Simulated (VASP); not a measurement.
# CuO (F-43m) in VASP: further runs

Aim: see how the results for CuO move with the level of theory and the settings. Levels: LDA+U, PBEsol+U. Tasks: single point, relaxation of cell and atoms.

Everything below comes from runs of VASP 6.6.1. Logs are shortened: lines on timing, memory, paths and dates and some standing lists are left out, and cuts for length are marked.

### Step 1. The cell of the first run

Symmetry: F-43m, No. 216, cubic system. Conventional cell: a = 4.655 Å, b = 4.655 Å, c = 4.655 Å, α = 90.00°, β = 90.00°, γ = 90.00°. Cu (site symmetry -43m) has 4 O at 2.02 Å within 2.7 Å. Within 2.7 Å of O (site symmetry -43m) lie 4 Cu at 2.02 Å.

### Step 2. Single point, LDA+U

Input file INCAR:

```
PREC = Accurate ; ENCUT = 820
EDIFF = 1E-6 ; ISMEAR = -1
SIGMA = 0.05 ; LREAL = False
LASPH = True ; NELM = 200
ALGO = Normal ; ISIF = 2
LWAVE = False ; LCHARG = True
LMAXMIX = 4 ; LDAU = True
LDAUTYPE = 2 ; LDAUL = 2 -1
LDAUU = 4.5 0 ; LDAUJ = 0 0
LDAUPRINT = 1 ; LELF = True
LVHAR = True ; NBANDS = 20
GGA_COMPAT = False
```

Input file KPOINTS:

```
Automatic mesh
0
Gamma
  10 10 10
```

Input file POSCAR:

```
CuO
1.0
    0.0000000000      2.3272527300      2.3272527300
    2.3272527300      0.0000000000      2.3272527300
    2.3272527300      2.3272527300      0.0000000000
Cu O
1 1
Direct
    0.0000000000      0.0000000000      0.0000000000
    0.2500000000      0.2500000000      0.2500000000
```

Potentials or basis: VASP PAW LDA potentials, release 64 (Cu_sv_GW, O).

The run is started by

```console
$ cat potpaw_LDA.64/Cu_sv_GW/POTCAR potpaw_LDA.64/O/POTCAR > POTCAR
$ mpirun -np 1 vasp_std > vasp.out
```

OUTCAR:

```text
PREC = Accurate
   ENCUT = 820
   EDIFF = 1E-6
   ISMEAR = -1
   LREAL = False
   LASPH = True
   NELM = 200
   ISIF = 2

 ion  position               nearest neighbor table
   1  0.000  0.000  0.000-   2 2.02   2 2.02   2 2.02   2 2.02
   2  0.250  0.250  0.250-   1 2.02   1 2.02   1 2.02   1 2.02

  LATTYP: Found a face centered cubic cell.
 ALAT       =     4.6545054600

  Lattice vectors:

 A1 = (   0.0000000000,   2.3272527300,   2.3272527300)
 A2 = (   2.3272527300,   0.0000000000,   2.3272527300)
 A3 = (   2.3272527300,   2.3272527300,   0.0000000000)

Analysis of symmetry for initial positions (statically):
=====================================================================
 Subroutine PRICEL returns:
 Original cell was already a primitive cell.

 Routine SETGRP: Setting up the symmetry group for a
 face centered cubic supercell.

 Subroutine GETGRP returns: Found 24 space group operations
 (whereof 24 operations were pure point group operations)
 out of a pool of 48 trial point group operations.

The static configuration has the point symmetry T_d .

Analysis of symmetry for dynamics (positions and initial velocities):
=====================================================================
 Subroutine PRICEL returns:
 Original cell was already a primitive cell.

 Routine SETGRP: Setting up the symmetry group for a
 face centered cubic supercell.

 Subroutine GETGRP returns: Found 24 space group operations
 (whereof 24 operations were pure point group operations)
 out of a pool of 48 trial point group operations.

The dynamic configuration has the point symmetry T_d .

 Subroutine INISYM returns: Found 24 space group operations
 (whereof 24 operations are pure point group operations),
 and found     1 'primitive' translations

----------------------------------------------------------------------------------------

                                     Primitive cell

  volume of cell :      25.2093

  direct lattice vectors                    reciprocal lattice vectors
     0.000000000  2.327252730  2.327252730    -0.214845596  0.214845596  0.214845596
     2.327252730  0.000000000  2.327252730     0.214845596 -0.214845596  0.214845596
     2.327252730  2.327252730  0.000000000     0.214845596  0.214845596 -0.214845596

  length of vectors
     3.291232374  3.291232374  3.291232374     0.372123488  0.372123488  0.372123488

  position of ions in fractional coordinates (direct lattice)
     0.000000000  0.000000000  0.000000000
     0.250000000  0.250000000  0.250000000

  ion indices of the primitive-cell ions
   primitive index   ion index
                 1           1
                 2           2

----------------------------------------------------------------------------------------

 KPOINTS: Automatic mesh

Automatic generation of k-mesh.
 Grid dimensions read from file:
 generate k-points for:   10   10   10

 Generating k-lattice:

  Cartesian coordinates                     Fractional coordinates (reciprocal lattice)
    -0.021484560  0.021484560  0.021484560     0.100000000  0.000000000  0.000000000
     0.021484560 -0.021484560  0.021484560     0.000000000  0.100000000  0.000000000
     0.021484560  0.021484560 -0.021484560     0.000000000  0.000000000  0.100000000

  Length of vectors
     0.037212349  0.037212349  0.037212349

  Shift w.r.t. Gamma in fractional coordinates (k-lattice)
     0.000000000  0.000000000  0.000000000

 Subroutine IBZKPT returns following result:
 ===========================================

 Found     47 irreducible k-points:

 Following reciprocal coordinates:
            Coordinates               Weight
  0.000000  0.000000  0.000000      1.000000
  0.100000  0.000000  0.000000      8.000000
  0.200000  0.000000  0.000000      8.000000
  0.300000  0.000000  0.000000      8.000000
  0.400000  0.000000  0.000000      8.000000
  0.500000  0.000000  0.000000      4.000000
[... 16 lines left out ...]
  0.300000  0.300000  0.000000      6.000000
  0.400000  0.300000  0.000000     24.000000
 [... further k-points ...]
   k-points           NKPTS =     47   k-points in BZ     NKDIM =     47   number of bands    NBANDS=     20
   number of dos      NEDOS =    301   number of ions     NIONS =      2
   total plane-waves  NPLWV =  32768
   dimension x,y,z NGX =    32 NGY =   32 NGZ =   32
   dimension x,y,z NGXF=    64 NGYF=   64 NGZF=   64
   ions per type =               1   1
   NGX,Y,Z   is equivalent  to a cutoff of  16.16, 16.16, 16.16 a.u.
   NGXF,Y,Z  is equivalent  to a cutoff of  32.33, 32.33, 32.33 a.u.
 SYSTEM =  unknown system
   PREC   = accura    normal or accurate (medium, high low for compatibility)
   ISTART =      0    job   : 0-new  1-cont  2-samecut
   ICHARG =      2    charge: 1-file 2-atom 10-const
   ISPIN  =      1    spin polarized calculation?
   LNONCOLLINEAR =      F non collinear calculations
   LSORBIT =      F    spin-orbit coupling
   LASPH  =      T    aspherical Exc in radial PAW
   ENCUT  =  820.0 eV  60.27 Ry    7.76 a.u.   7.68  7.68  7.68*2*pi/ulx,y,z
   NELM   =    200;   NELMIN=  2; NELMDL= -5     # of ELM steps
   EDIFF  = 0.1E-05   stopping-criterion for ELM
   LREAL  =      F    real-space projection
   EDIFFG = 0.1E-04   stopping-criterion for IOM
   NSW    =      0    number of steps for IOM
   IBRION =     -1    ionic relax: 0-MD 1-quasi-New 2-CG
   NFREE  =      0    steps in history (QN), initial steepest desc. (CG)
   ISIF   =      2    stress and relaxation
   ISYM   =      2    0-nonsym 1-usesym 2-fastsym
   POTIM  = 0.5000    time-step for ionic-motion
   TEBEG  =    0.0;   TEEND  =   0.0 temperature during run
   PSTRESS=    0.0 pullay stress
   NELECT =      25.0000    total number of electrons
   NUPDOWN=      -1.0000    fix difference up-down
   EMIN   =  10.00;   EMAX   =-10.00  energy-range for DOS
   EFERMI =   0.00;   METHOD = LEGACY
   ISMEAR =    -1;   SIGMA  =   0.05  broadening in eV -4-tet -1-fermi 0-gaus
   EFERMI_NEDOS =   21; number of points for ismear=-14 and -15
   IALGO  =     38    algorithm
   IMIX   =      4    mixing-type and parameters
     AMIX     =   0.40;   BMIX     =  1.00
     AMIX_MAG =   1.60;   BMIX_MAG =  1.00
  volume/ion in A,a.u.               =      12.60        85.06
  Fermi-wavevector in a.u.,A,eV,Ry     =   1.632555  3.085083 36.262757  2.665237
  Thomas-Fermi vector in A             =   2.724507
   LORBIT       =      0    0 simple, 1 ext, 2 COOP (PROOUT), +10 PAW based schemes
 LDA+U is selected, type is set to LDAUTYPE =  2
   angular momentum for each species LDAUL =     2   -1
   U (eV)           for each species LDAUU =   4.5  0.0
   J (eV)           for each species LDAUJ =   0.0  0.0
   GGA     = CA    functional components
   LHFCALC =     F    Hartree Fock is set to
   AEXX    =    0.0000 exact exchange contribution
   IVDW    =     0    specifies the selected vdW correction
   LEPSILON=     F    determine dielectric tensor
   LRPA    =     F    only Hartree local field effects (RPA)
 non-spin polarized calculation
  energy-cutoff  :      820.00
  volume of cell :       25.21
 maximum number of plane-waves:      1363
   NGX = 15   NGY = 15   NGZ = 15

atom =   1  type =  1  l = 2

 onsite density matrix

spin component  1

  0.8736 -0.0000 -0.0000  0.0000  0.0000
 -0.0000  0.8736  0.0000  0.0000 -0.0000
 -0.0000  0.0000  0.9362  0.0000 -0.0000
  0.0000  0.0000  0.0000  0.8736 -0.0000
  0.0000 -0.0000 -0.0000 -0.0000  0.9362

spin component  2

  0.8736 -0.0000 -0.0000  0.0000  0.0000
 -0.0000  0.8736  0.0000  0.0000 -0.0000
 -0.0000  0.0000  0.9362  0.0000 -0.0000
  0.0000  0.0000  0.0000  0.8736 -0.0000
  0.0000 -0.0000 -0.0000 -0.0000  0.9362

 occupancies and eigenvectors

  o =  0.8736  v =  0.0000  0.9178 -0.0000  0.3971 -0.0000  0.0000  0.0000  0.0000  0.0000  0.0000      0.0000  0.0000  0.0000  0.0000  0.0000  0.0000  0.0000  0.0000  0.0000  0.0000
  o =  0.8736  v =  0.0000  0.0000  0.0000  0.0000  0.0000  0.0000  0.9178 -0.0000  0.3971 -0.0000      0.0000  0.0000  0.0000  0.0000  0.0000  0.0000  0.0000  0.0000  0.0000  0.0000
  o =  0.8736  v =  0.0000  0.3971  0.0000 -0.9178 -0.0000  0.0000  0.0000  0.0000  0.0000  0.0000      0.0000  0.0000  0.0000  0.0000  0.0000  0.0000  0.0000  0.0000  0.0000  0.0000
  o =  0.8736  v =  1.0000  0.0000  0.0000  0.0000  0.0000  0.0000  0.0000  0.0000  0.0000  0.0000      0.0000  0.0000  0.0000  0.0000  0.0000  0.0000  0.0000  0.0000  0.0000  0.0000
  o =  0.8736  v =  0.0000  0.0000  0.0000  0.0000  0.0000  1.0000  0.0000  0.0000  0.0000  0.0000      0.0000  0.0000  0.0000  0.0000  0.0000  0.0000  0.0000  0.0000  0.0000  0.0000
  o =  0.8736  v =  0.0000  0.0000  0.0000  0.0000  0.0000  0.0000  0.3971  0.0000 -0.9178 -0.0000      0.0000  0.0000  0.0000  0.0000  0.0000  0.0000  0.0000  0.0000  0.0000  0.0000
  o =  0.9362  v =  0.0000  0.0000  0.0000  0.0000  0.0000  0.0000  0.0000  0.6606  0.0000  0.7508      0.0000  0.0000  0.0000  0.0000  0.0000  0.0000  0.0000  0.0000  0.0000  0.0000
  o =  0.9362  v =  0.0000  0.0000  0.6606  0.0000  0.7508  0.0000  0.0000  0.0000  0.0000  0.0000      0.0000  0.0000  0.0000  0.0000  0.0000  0.0000  0.0000  0.0000  0.0000  0.0000
  o =  0.9362  v =  0.0000  0.0000  0.0000  0.0000  0.0000  0.0000 -0.0000  0.7508  0.0000 -0.6606      0.0000  0.0000  0.0000  0.0000  0.0000  0.0000  0.0000  0.0000  0.0000  0.0000
  o =  0.9362  v =  0.0000 -0.0000  0.7508  0.0000 -0.6606  0.0000  0.0000  0.0000  0.0000  0.0000      0.0000  0.0000  0.0000  0.0000  0.0000  0.0000  0.0000  0.0000  0.0000  0.0000

 number of electron      25.0000008 magnetization

 Free energy of the ion-electron system (eV)
  ---------------------------------------------------
  ext. energy  EPLUGINS =         0.00000000
  ---------------------------------------------------
  free energy    TOTEN  =        -9.08809591 eV

  energy without entropy =       -9.06620890  energy(sigma->0) =       -9.07715240

 E-fermi :   2.1624     XC(G=0): -11.4208

 val. band max:        2.1511378058   @ k =   0.3000   0.2000   0.0000
 cond. band min:       2.1642787968   @ k =   0.3000   0.2000   0.1000
 fundamental gap:      0.0131409910
 Fermi energy:         2.1623581423

 k-point     1 :       0.0000    0.0000    0.0000
  band No.  band energies     occupation
      1    -107.1557      2.00000
      2     -65.1477      2.00000
      3     -65.1477      2.00000
      4     -65.1477      2.00000
      5     -15.4547      2.00000
      6      -2.2212      2.00000
[... 12 lines left out ...]
     19      22.7575      0.00000
[... 513 lines left out ...]
      4     -65.1489      2.00000
      5     -14.8839      2.00000
      6      -2.9972      2.00000
[... 12 lines left out ...]
     19      24.5984      0.00000
     20      26.3845      0.00000

 [... further k-points ...]

------------------------ aborting loop because EDIFF is reached ----------------------------------------

  FORCE on cell =-STRESS in cart. coord.  units (eV):
  Direction    XX          YY          ZZ          XY          YZ          ZX
  --------------------------------------------------------------------------------------
  -------------------------------------------------------------------------------------
  Total       -3.1875163     -3.1875163     -3.1875163      0.0000000      0.0000000      0.0000000
  in kB     -202.5827029   -202.5827029   -202.5827029      0.0000000      0.0000000      0.0000000
  external PRESSURE =    -202.5827029 kB  Pullay stress =       0.0000000 kB

 VOLUME and BASIS-vectors are now :
 -----------------------------------------------------------------------------
  energy-cutoff  :      820.00
  volume of cell :       25.21
      direct lattice vectors                 reciprocal lattice vectors
     0.000000000  2.327252730  2.327252730    -0.214845596  0.214845596  0.214845596
     2.327252730  0.000000000  2.327252730     0.214845596 -0.214845596  0.214845596
     2.327252730  2.327252730  0.000000000     0.214845596  0.214845596 -0.214845596

 POSITION                                       TOTAL-FORCE (eV/Angst)
 -----------------------------------------------------------------------------------
      0.00000      0.00000      0.00000        -0.000000     -0.000000     -0.000000
      1.16363      1.16363      1.16363         0.000000      0.000000      0.000000
 -----------------------------------------------------------------------------------
    total drift:                                0.000000      0.000000      0.000000

  FREE ENERGIE OF THE ION-ELECTRON SYSTEM (eV)
  ---------------------------------------------------
  free  energy   TOTEN  =        -9.0880959076 eV

  energy  without entropy=       -9.0662088955  energy(sigma->0) =       -9.07715240
```

Run time: 30 s. Hardware: 1 thread of AMD EPYC 9R45 (Zen 5), shared host; peak memory 0.17 GiB.

Results:

| Quantity | Value |
| --- | --- |
| Free energy | -9.0881 eV |
| Pressure | -20.3 GPa |
| Band gap on the k mesh | zero (an odd number of electrons rules out a gap without spin polarisation) |

Eigenvalues of the final occupation matrices:
```csv
site,spin,trace,eigenvalues
site 1 d,1,4.49,0.87 0.87 0.87 0.94 0.94
site 1 d,2,4.49,0.87 0.87 0.87 0.94 0.94
```

Caveat: the cell stands under tension; an odd number of electrons without spin polarisation forces a metal; a magnetic or distorted state may lie lower; U without spin polarisation on a metal has little footing.

### Step 3. Relaxation of cell and atoms, PBEsol+U

Input file INCAR:

```
SYSTEM = CuO
PREC = Accurate
ENCUT = 820
EDIFF = 1E-7
ISMEAR = -1
SIGMA = 0.05
LREAL = .FALSE.
LASPH = .TRUE.
NELM = 200
ALGO = Normal
ISIF = 3
LWAVE = .FALSE.
LCHARG = .FALSE.
LMAXMIX = 4
LDAU = .TRUE.
LDAUTYPE = 2
LDAUL = 2 -1
LDAUU = 5.3 0
LDAUJ = 0 0
LDAUPRINT = 1
GGA = PS
IBRION = 2
NSW = 60
EDIFFG = -0.01
GGA_COMPAT = .FALSE.
NELMIN = 4
```

Input file KPOINTS:

```
Automatic mesh
0
G
  10 10 10
  0 0 0
```

POSCAR is that of step 2.

Potentials or basis: VASP PAW PBE potentials, release 64 (Cu_sv_GW, O).

The run is started by

```console
$ cat potpaw_PBE.64/Cu_sv_GW/POTCAR potpaw_PBE.64/O/POTCAR > POTCAR
$ mpirun -np 1 vasp_std > vasp.out
```

It took 51 s on 1 thread of Intel Xeon 6975P-C (Granite Rapids), shared host; peak memory 0.22 GiB.

Results (log left out):

```yaml
Free_energy: -8.0321 eV
Relaxed_volume: 10.95 Å³/atom
Relaxed_cell: a = 3.140 Å, b = 3.140 Å, c = 3.140 Å, α = 60.00°, β = 60.00°, γ = 60.00°
Space_group_after_relaxing_to_0.1_Å: F-43m (No. 216)
Energy_gained_by_relaxing: 93.0 meV/atom
Ionic_steps: 3
Pressure_after_relaxing: 0.0 GPa
Band_gap_on_the_k_mesh: zero (an odd number of electrons rules out a gap without spin polarisation)
```

Step by step:
```
step  energy change (eV)  largest force (eV/Å)  pressure (GPa)  volume (Å³)
   1              0.0000                0.0000          -15.78        25.21
   2             -0.1647                0.0000            7.56        20.95
   3             -0.1860                0.0000            0.01        21.89
```

Final structure:
```cif
data_structure
_symmetry_space_group_name_H-M 'P 1'
_symmetry_Int_Tables_number 1
_cell_length_a 3.1400
_cell_length_b 3.1400
_cell_length_c 3.1400
_cell_angle_alpha 60.000
_cell_angle_beta 60.000
_cell_angle_gamma 60.000
_cell_volume 21.89
loop_
_atom_site_label
_atom_site_type_symbol
_atom_site_fract_x
_atom_site_fract_y
_atom_site_fract_z
_atom_site_occupancy
Cu1 Cu 0.00000 0.00000 0.00000 1
O1 O 0.25000 0.25000 0.25000 1
```

Levels at points of the mesh, in eV from the Fermi level:
```csv
k point,band 9,band 10,band 11,band 12,band 13,band 14,band 15,band 16
"(0.00, 0.00, 0.00)",-2.82,-2.82,0.92,0.92,0.92,1.56,15.29,15.29
"(0.50, 0.00, 0.00)",-2.64,-2.64,-2.22,0.00,0.00,6.89,8.51,14.74
"(0.50, 0.50, 0.00)",-2.72,-2.58,-1.86,-1.33,-1.33,6.30,11.11,11.88
```

Eigenvalues of the final occupation matrices:
```tsv
site	spin	trace	eigenvalues
site 1 d	1	4.50	0.88 0.88 0.88 0.94 0.94
site 1 d	2	4.50	0.88 0.88 0.88 0.94 0.94
```

Caveat: the PAW data sets were made with another functional, which shifts forces and pressure a little; an odd number of electrons without spin polarisation forces a metal; a magnetic or distorted state may lie lower; U without spin polarisation on a metal has little footing.
